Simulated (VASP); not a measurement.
# F (C2/c) in VASP: notebook

F is run at these levels: PBE+D3(BJ); tasks: single point.

Program: VASP 6.6.1. These are calculated values, not measurements. Logs are shortened: lines on timing, memory, paths and dates and some standing lists are left out, and cuts for length are marked.

### 1 The cell of the first run

Symmetry: C2/c, No. 15, monoclinic system. Conventional cell: a = 5.405 Å, b = 3.556 Å, c = 6.749 Å, α = 90.00°, β = 91.00°, γ = 90.00°. F (site symmetry 1) has 1 F at 1.41 Å within 1.9 Å.

### 2 Single point, PBE+D3(BJ) (16.22 Å³/atom)

Input file INCAR:

```
SYSTEM = F
  PREC = Accurate
  ENCUT = 520
  EDIFF = 1E-7
  ISMEAR = 0
  SIGMA = 0.05
  LREAL = .False.
  LASPH = .True.
  NELM = 60
  ALGO = Normal
  ISIF = 2
  LWAVE = .False.
  LCHARG = .False.
  GGA = PE
  IVDW = 12
  NBANDS = 22
```

Input file KPOINTS:

```
regular mesh
0
Gamma
  8 8 4
  0 0 0
```

Input file POSCAR:

```
F
1.0
    2.6877898233     -1.7782297901      0.2836503467
    2.6877898233      1.7782297901      0.2836503467
   -0.8251533061      0.0000000000      6.6985549214
F
4
Direct
    0.9138648456      0.5855481450      0.0939279973
    0.4144518550      0.0861351544      0.4060720027
    0.0861351544      0.4144518550      0.9060720027
    0.5855481450      0.9138648456      0.5939279973
```

Potentials or basis: VASP PAW PBE potentials, release 64 (F).

Started as:

```console
cat potpaw_PBE.64/F/POTCAR > POTCAR
mpirun -np 1 vasp_std > vasp.out
```

OUTCAR:

```text
SYSTEM = F
   PREC = Accurate
   ENCUT = 520
   EDIFF = 1E-7
   ISMEAR = 0
   LREAL = .False.
   LASPH = .True.
   NELM = 60
   ISIF = 2
   GGA = PE
   IVDW = 12
 IVDW          = 12

 ion  position               nearest neighbor table
   1  0.914  0.586  0.094-   3 1.41
   2  0.414  0.086  0.406-   4 1.41
   3  0.086  0.414  0.906-   1 1.41
   4  0.586  0.914  0.594-   2 1.41

  LATTYP: Found a base centered monoclinic cell.
 ALAT       =     5.4054312144
 B/A-ratio  =     0.6579418809
 C/A-ratio  =     1.2485935080
 COS(beta)  =    -0.0174216845

  Lattice vectors:

 A1 = (   2.6877898233,  -1.7782297901,   0.2836503467)
 A2 = (   2.6877898233,   1.7782297901,   0.2836503467)
 A3 = (  -0.8251533061,   0.0000000000,   6.6985549214)

Analysis of symmetry for initial positions (statically):
=====================================================================
 Subroutine PRICEL returns:
 Original cell was already a primitive cell.

 Routine SETGRP: Setting up the symmetry group for a
 base centered monoclinic supercell.

 Subroutine GETGRP returns: Found  4 space group operations
 (whereof  2 operations were pure point group operations)
 out of a pool of  4 trial point group operations.

The static configuration has the point symmetry S_2 .
 The point group associated with its full space group is C_2h.

Analysis of symmetry for dynamics (positions and initial velocities):
=====================================================================
 Subroutine PRICEL returns:
 Original cell was already a primitive cell.

 Routine SETGRP: Setting up the symmetry group for a
 base centered monoclinic supercell.

 Subroutine GETGRP returns: Found  4 space group operations
 (whereof  2 operations were pure point group operations)
 out of a pool of  4 trial point group operations.

The dynamic configuration has the point symmetry S_2 .
 The point group associated with its full space group is C_2h.

 Subroutine INISYM returns: Found  4 space group operations
 (whereof  2 operations are pure point group operations),
 and found     1 'primitive' translations

----------------------------------------------------------------------------------------

                                     Primitive cell
[... 90 lines left out ...]
   LNONCOLLINEAR =      F non collinear calculations
   LSORBIT =      F    spin-orbit coupling
   LASPH  =      T    aspherical Exc in radial PAW
   ENCUT  =  520.0 eV  38.22 Ry    6.18 a.u.   6.02  6.02 12.55*2*pi/ulx,y,z
   NELM   =     60;   NELMIN=  2; NELMDL= -5     # of ELM steps
   EDIFF  = 0.1E-06   stopping-criterion for ELM
   LREAL  =      F    real-space projection
   EDIFFG = 0.1E-05   stopping-criterion for IOM
   NSW    =      0    number of steps for IOM
   IBRION =     -1    ionic relax: 0-MD 1-quasi-New 2-CG
   NFREE  =      0    steps in history (QN), initial steepest desc. (CG)
   ISIF   =      2    stress and relaxation
   ISYM   =      2    0-nonsym 1-usesym 2-fastsym
   POTIM  = 0.5000    time-step for ionic-motion
   TEBEG  =    0.0;   TEEND  =   0.0 temperature during run
   PSTRESS=    0.0 pullay stress
   NELECT =      28.0000    total number of electrons
   NUPDOWN=      -1.0000    fix difference up-down
   EMIN   =  10.00;   EMAX   =-10.00  energy-range for DOS
   EFERMI =   0.00;   METHOD = LEGACY
   ISMEAR =     0;   SIGMA  =   0.05  broadening in eV -4-tet -1-fermi 0-gaus
   EFERMI_NEDOS =   21; number of points for ismear=-14 and -15
   IALGO  =     38    algorithm
   IMIX   =      4    mixing-type and parameters
     AMIX     =   0.40;   BMIX     =  1.00
     AMIX_MAG =   1.60;   BMIX_MAG =  1.00
  volume/ion in A,a.u.               =      16.22       109.43
  Fermi-wavevector in a.u.,A,eV,Ry     =   1.237256  2.338075 20.827834  1.530803
  Thomas-Fermi vector in A             =   2.371831
   LORBIT       =      0    0 simple, 1 ext, 2 COOP (PROOUT), +10 PAW based schemes
   GGA     = PE    functional components
   LHFCALC =     F    Hartree Fock is set to
   AEXX    =    0.0000 exact exchange contribution
   IVDW    =    12    specifies the selected vdW correction
   LEPSILON=     F    determine dielectric tensor
   LRPA    =     F    only Hartree local field effects (RPA)
 non-spin polarized calculation
 Gauss-broadening in eV      SIGMA  =   0.05
  energy-cutoff  :      520.00
  volume of cell :       64.86
 maximum number of plane-waves:      1770
   NGX = 13   NGY = 13   NGZ = 25

 number of electron      27.9999983 magnetization

 Free energy of the ion-electron system (eV)
  ---------------------------------------------------
  ext. energy  EPLUGINS =         0.00000000
  ---------------------------------------------------
  free energy    TOTEN  =        -7.29105702 eV

  energy without entropy =       -7.29105702  energy(sigma->0) =       -7.29105702

 E-fermi :  -5.0011     XC(G=0):  -7.5598

 val. band max:       -5.2628188505   @ k =   0.0000   0.0000   0.0000
 cond. band min:      -2.2229897683   @ k =   0.0000   0.0000   0.0000
 fundamental gap:      3.0398290822
 Fermi energy:        -5.0011210904

 k-point     1 :       0.0000    0.0000    0.0000
  band No.  band energies     occupation
      1     -30.2487      2.00000
      2     -30.1415      2.00000
      3     -23.8689      2.00000
      4     -23.5575      2.00000
      5     -11.8047      2.00000
      6     -11.1292      2.00000
[... 589 lines left out ...]
     21      12.5037      0.00000
     22      13.3141      0.00000

 [... further k-points ...]

------------------------ aborting loop because EDIFF is reached ----------------------------------------

 Edisp (eV)   -0.11550

 E8    (eV) :    -0.0252

  FORCE on cell =-STRESS in cart. coord.  units (eV):
  Direction    XX          YY          ZZ          XY          YZ          ZX
  --------------------------------------------------------------------------------------
  -------------------------------------------------------------------------------------
  Total      -0.06426     0.27230     1.54248     0.00000     0.00000    -0.19847
  in kB      -1.58736     6.72586    38.10025     0.00000     0.00000    -4.90225
  external pressure =       14.41 kB  Pullay stress =        0.00 kB

 VOLUME and BASIS-vectors are now :
 -----------------------------------------------------------------------------
  energy-cutoff  :      520.00
  volume of cell :       64.86
      direct lattice vectors                 reciprocal lattice vectors
     2.687789823 -1.778229790  0.283650347     0.183639151 -0.281178508  0.022621365
     2.687789823  1.778229790  0.283650347     0.183639151  0.281178508  0.022621365
    -0.825153306  0.000000000  6.698554921    -0.015552402  0.000000000  0.147370126

 POSITION                                       TOTAL-FORCE (eV/Angst)
 -----------------------------------------------------------------------------------
      3.95260     -0.58382      1.05449        -0.080683      0.322660      0.667134
      1.01040     -0.58382      2.86209         0.080683      0.322660     -0.667134
      0.59782      0.58382      6.21136         0.080683     -0.322660     -0.667134
      3.54003      0.58382      4.40377        -0.080683     -0.322660      0.667134
 -----------------------------------------------------------------------------------
    total drift:                                0.000000      0.000000      0.000000

  FREE ENERGIE OF THE ION-ELECTRON SYSTEM (eV)
  ---------------------------------------------------
  free  energy   TOTEN  =        -7.4065528286 eV

  energy  without entropy=       -7.4065528286  energy(sigma->0) =       -7.40655283
```

Run time: 26 s. Hardware: 1 thread of Intel Xeon 6975P-C (Granite Rapids), shared host; peak memory 0.22 GiB.

What came out:

| Quantity | Value |
| --- | --- |
| Free energy | -7.4066 eV |
| Pressure | 1.4 GPa |
| Largest force | 0.745 eV/Å |
| Band gap on the k mesh | 3.04 eV |
| Dispersion energy per atom | -0.029 eV |

Forces on the atoms (eV/Å):
```
F   -0.081  0.323  0.667
F    0.081  0.323 -0.667
F    0.081 -0.323 -0.667
F   -0.081 -0.323  0.667
```

Stress tensor (GPa, compression positive):
```
-0.16  0.00 -0.49
 0.00  0.67  0.00
-0.49  0.00  3.81
```

### 3 Single point, PBE+D3(BJ) (16.22 Å³/atom)

Input file INCAR:

```
  ALGO = Normal
  EDIFF = 1E-6
  ENCUT = 520
  GGA = PE
  ISIF = 2
  ISMEAR = 0
  IVDW = 12
  LASPH = True
  LCHARG = True
  LELF = True
  LREAL = False
  LVHAR = True
  LWAVE = False
  NBANDS = 22
  NELM = 100
  PREC = Accurate
  SIGMA = 0.05
```

Input file KPOINTS:

```
k-points
0
Gamma
  8 8 4
```

Input file POSCAR:

```
F
1.0
    2.7605997530     -1.7546229753      0.2913341923
    2.7605997530      1.7546229753      0.2913341923
   -0.8189189661      0.0000000000      6.6091304276
F
4
Direct
    0.9138648456      0.5855481450      0.0939279973
    0.4144518550      0.0861351544      0.4060720027
    0.0861351544      0.4144518550      0.9060720027
    0.5855481450      0.9138648456      0.5939279973
```

Potentials or basis: VASP PAW PBE potentials, release 64 (F).

Started as:

```console
cat potpaw_PBE.64/F/POTCAR > POTCAR
mpirun -np 1 vasp_std > vasp.out
```

Wall time 26 s (1 thread of Intel Xeon 6975P-C (Granite Rapids), shared host); peak memory 0.22 GiB.

It converged, with:

| Property | Result |
| --- | --- |
| Free energy | -7.3648 eV |
| Pressure | 3.2 GPa |
| Largest force | 1.501 eV/Å |
| Band gap on the k mesh | 3.27 eV |
| Dispersion energy per atom | -0.029 eV |

Forces on the atoms (eV/Å):
```
F   -0.167  0.657  1.340
F    0.167  0.657 -1.340
F    0.167 -0.657 -1.340
F   -0.167 -0.657  1.340
```

Stress tensor (GPa, compression positive):
```
-0.23  0.00 -1.06
 0.00  1.73  0.00
-1.06  0.00  8.15
```

Levels at points of the mesh, in eV from the valence-band top:
```
           k point  band 12  band 13  band 14  band 15  band 16  band 17
(0.00, 0.00, 0.00)    -0.07    -0.06     0.00     3.27     4.11     9.04
(0.50, 0.00, 0.00)    -0.30    -0.10    -0.08     3.78     3.78    13.26
(0.50, 0.50, 0.00)    -0.46    -0.09    -0.07     3.51     4.05    13.27
(0.00, 0.00, 0.50)    -0.24    -0.03    -0.03     3.66     3.66     9.98
(0.50, 0.00, 0.50)    -0.26    -0.06    -0.05     3.75     3.76    13.75
(0.50, 0.50, 0.50)    -0.32    -0.28    -0.28     3.77     3.77    13.83
```

Caveat: the stress differs along the axes, from -0 to 8 GPa; forces of over 1 eV/Å act on the atoms, so gaps and moduli don't describe the material at rest.

### 4 Single point, PBE+D3(BJ) (16.22 Å³/atom)

Input file INCAR:

```
SYSTEM = F
  PREC = Accurate
  ENCUT = 520
  EDIFF = 1E-6
  ISMEAR = 0
  SIGMA = 0.05
  LREAL = .False.
  LASPH = .True.
  NELM = 60
  ALGO = Normal
  ISIF = 2
  LWAVE = .False.
  LCHARG = .False.
  GGA = PE
  IVDW = 12
  NBANDS = 22
```

Input file KPOINTS:

```
regular mesh
0
Gamma
  8 8 4
  0 0 0
```

Input file POSCAR:

```
F
1.0
    2.7240385139     -1.7663587433      0.2874757774
    2.7240385139      1.7663587433      0.2874757774
   -0.8220023985      0.0000000000      6.6535881265
F
4
Direct
    0.9138648456      0.5855481450      0.0939279973
    0.4144518550      0.0861351544      0.4060720027
    0.0861351544      0.4144518550      0.9060720027
    0.5855481450      0.9138648456      0.5939279973
```

Potentials or basis: VASP PAW PBE potentials, release 64 (F).

Started as:

```console
cat potpaw_PBE.64/F/POTCAR > POTCAR
mpirun -np 1 vasp_std > vasp.out
```

OUTCAR:

```text
SYSTEM = F
   PREC = Accurate
   ENCUT = 520
   EDIFF = 1E-6
   ISMEAR = 0
   LREAL = .False.
   LASPH = .True.
   NELM = 60
   ISIF = 2
   GGA = PE
   IVDW = 12
 IVDW          = 12

 ion  position               nearest neighbor table
   1  0.914  0.586  0.094-   3 1.40
   2  0.414  0.086  0.406-   4 1.40
   3  0.086  0.414  0.906-   1 1.40
   4  0.586  0.914  0.594-   2 1.40

  LATTYP: Found a base centered monoclinic cell.
[... 801 lines left out ...]

 Edisp (eV)   -0.11533

 E8    (eV) :    -0.0252

  FORCE on cell =-STRESS in cart. coord.  units (eV):
  Direction    XX          YY          ZZ          XY          YZ          ZX
  --------------------------------------------------------------------------------------
  -------------------------------------------------------------------------------------
  Total      -0.07702     0.48181     2.40649     0.00000     0.00000    -0.31184
  in kB      -1.90254    11.90108    59.44160     0.00000     0.00000    -7.70270
  external pressure =       23.15 kB  Pullay stress =        0.00 kB

 VOLUME and BASIS-vectors are now :
 -----------------------------------------------------------------------------
  energy-cutoff  :      520.00
  volume of cell :       64.86
      direct lattice vectors                 reciprocal lattice vectors
     2.724038514 -1.766358743  0.287475777     0.181188696 -0.283068206  0.022384545
     2.724038514  1.766358743  0.287475777     0.181188696  0.283068206  0.022384545
    -0.822002399  0.000000000  6.653588126    -0.015656924  0.000000000  0.148360547

 POSITION                                       TOTAL-FORCE (eV/Angst)
 -----------------------------------------------------------------------------------
      4.00725     -0.57993      1.05600        -0.122611      0.486300      0.996022
      1.02983     -0.57993      2.84574         0.122611      0.486300     -0.996022
      0.61882      0.57993      6.17254         0.122611     -0.486300     -0.996022
      3.59625      0.57993      4.38280        -0.122611     -0.486300      0.996022
 -----------------------------------------------------------------------------------
    total drift:                                0.000000     -0.000000      0.000000

  FREE ENERGIE OF THE ION-ELECTRON SYSTEM (eV)
  ---------------------------------------------------
  free  energy   TOTEN  =        -7.3895600087 eV

  energy  without entropy=       -7.3895600087  energy(sigma->0) =       -7.38956001
```

stdout:

```text
POSCAR found type information on POSCAR F
 POSCAR found :  1 types and       4 ions
 scaLAPACK will be used
 LDA part: xc-table for (Slater+PW92), standard interpolation
 POSCAR, INCAR and KPOINTS ok, starting setup
 FFT: planning ... GRIDC
 FFT: planning ... GRID_SOFT
 FFT: planning ... GRID
 WAVECAR not read
 entering main loop
```

It took 26 s on 1 thread of Intel Xeon 6975P-C (Granite Rapids), shared host; peak memory 0.22 GiB.

Results:

```
Free energy                : -7.3896 eV
Pressure                   : 2.3 GPa
Largest force              : 1.115 eV/Å
Band gap on the k mesh     : 3.15 eV
Dispersion energy per atom : -0.029 eV
```

Forces on the atoms (eV/Å):
```
F   -0.123  0.486  0.996
F    0.123  0.486 -0.996
F    0.123 -0.486 -0.996
F   -0.123 -0.486  0.996
```

Stress tensor (GPa, compression positive):
```
-0.19  0.00 -0.77
 0.00  1.19  0.00
-0.77  0.00  5.94
```

Levels at points of the mesh, in eV from the valence-band top:
```
           k point  band 10  band 11  band 12  band 13  band 14  band 15  band 16  band 17  band 18  band 19
(0.00, 0.00, 0.00)    -3.30    -0.36    -0.07    -0.04     0.00     3.15     3.98     9.10    11.69    12.73
(0.50, 0.00, 0.00)    -3.47    -0.32    -0.30    -0.08    -0.07     3.66     3.66    13.32    13.33    15.47
(0.50, 0.50, 0.00)    -3.54    -0.58    -0.45    -0.09    -0.07     3.40     3.91    13.48    14.38    15.10
(0.00, 0.00, 0.50)    -3.32    -0.23    -0.23    -0.02    -0.02     3.54     3.54    10.02    10.02    15.42
(0.50, 0.00, 0.50)    -3.48    -0.28    -0.26    -0.05    -0.04     3.63     3.63    13.82    13.85    13.97
(0.50, 0.50, 0.50)    -3.60    -0.32    -0.32    -0.28    -0.28     3.65     3.65    14.02    14.02    14.97
```

Caveat: the stress differs along the axes, from -0 to 6 GPa; forces of over 1 eV/Å act on the atoms, so gaps and moduli don't describe the material at rest. A k mesh can miss the band edges.

### 5 Single point, PBE+D3(BJ) (16.22 Å³/atom)

Input file INCAR:

```
PREC = Accurate ; ENCUT = 520
EDIFF = 1E-7 ; ISMEAR = 0
SIGMA = 0.05 ; LREAL = False
LASPH = True ; NELM = 100
ALGO = Normal ; ISIF = 2
LWAVE = False ; LCHARG = False
GGA = PE ; IVDW = 12
NBANDS = 22
```

Input file KPOINTS:

```
Automatic mesh
0
Gamma
  8 8 4
```

Input file POSCAR:

```
F
1.0
    2.7976517808     -1.7429651571      0.2952444015
    2.7976517808      1.7429651571      0.2952444015
   -0.8158879309      0.0000000000      6.5649646513
F
4
Direct
    0.9138648456      0.5855481450      0.0939279973
    0.4144518550      0.0861351544      0.4060720027
    0.0861351544      0.4144518550      0.9060720027
    0.5855481450      0.9138648456      0.5939279973
```

Started as:

```console
cat potpaw_PBE.64/F/POTCAR > POTCAR
mpirun -np 1 vasp_std > vasp.out
```

It took 42 s on 1 thread of Intel Xeon 6975P-C (Granite Rapids), shared host; peak memory 0.22 GiB.

It converged, with:

- Free energy: -7.3320 eV
- Pressure: 4.2 GPa
- Largest force: 1.906 eV/Å
- Band gap on the k mesh: 3.38 eV
- Dispersion energy per atom: -0.029 eV

Forces in eV/Å, atoms in the order of the input:
```
F   -0.213  0.836  1.700
F    0.213  0.836 -1.700
F    0.213 -0.836 -1.700
F   -0.213 -0.836  1.700
```

Stress tensor (GPa, compression positive):
```
-0.26  0.00 -1.37
 0.00  2.29  0.00
-1.37  0.00 10.45
```

Levels at points of the mesh, in eV from the valence-band top:
| k point | band 11 | band 12 | band 13 | band 14 | band 15 | band 16 | band 17 | band 18 |
| --- | --- | --- | --- | --- | --- | --- | --- | --- |
| (0.00, 0.00, 0.00) | -0.39 | -0.08 | -0.08 | 0.00 | 3.38 | 4.25 | 8.98 | 11.61 |
| (0.50, 0.00, 0.00) | -0.31 | -0.30 | -0.11 | -0.09 | 3.91 | 3.91 | 13.19 | 13.20 |
| (0.50, 0.50, 0.00) | -0.59 | -0.47 | -0.09 | -0.06 | 3.61 | 4.19 | 13.06 | 14.30 |
| (0.00, 0.00, 0.50) | -0.25 | -0.25 | -0.04 | -0.04 | 3.78 | 3.78 | 9.94 | 9.94 |
| (0.50, 0.00, 0.50) | -0.28 | -0.26 | -0.07 | -0.06 | 3.88 | 3.88 | 13.68 | 13.70 |
| (0.50, 0.50, 0.50) | -0.32 | -0.32 | -0.29 | -0.29 | 3.89 | 3.89 | 13.64 | 13.64 |

Caveat: the stress differs along the axes, from -0 to 10 GPa; forces of over 1 eV/Å act on the atoms, so gaps and moduli don't describe the material at rest. A k mesh can miss the band edges.

### 6 Summary

```csv
cell,gap on the mesh (eV),pressure (GPa),largest force (eV/Å)
"a = 3.235, b = 3.235, c = 6.749 Å, angles 90.8, 90.8, 66.7°, 4 atoms",3.04,1.4,0.75
"a = 3.284, b = 3.284, c = 6.660 Å, angles 90.9, 90.9, 64.6°, 4 atoms",3.27,3.2,1.50
"a = 3.259, b = 3.259, c = 6.704 Å, angles 90.9, 90.9, 65.6°, 4 atoms",3.15,2.3,1.12
"a = 3.309, b = 3.309, c = 6.615 Å, angles 90.9, 90.9, 63.6°, 4 atoms",3.38,4.2,1.91
```

Alike in all rows: task single point; level PBE+D3(BJ); potentials or basis VASP PAW PBE potentials, release 64 (F); no spin polarisation; k mesh 8 × 8 × 4; cutoff (eV) 520; smearing gaussian 0.05 eV.

Caveats: forces of over 1 eV/Å act on the atoms, so gaps and moduli don't describe the material at rest (at least some runs); the stress differs along the axes, from -0 to 8 GPa (at least some runs); the stress differs along the axes, from -0 to 6 GPa (at least some runs); the stress differs along the axes, from -0 to 10 GPa (at least some runs).

Total energies depend on the potentials used, so only differences within one code and one set of settings carry meaning.
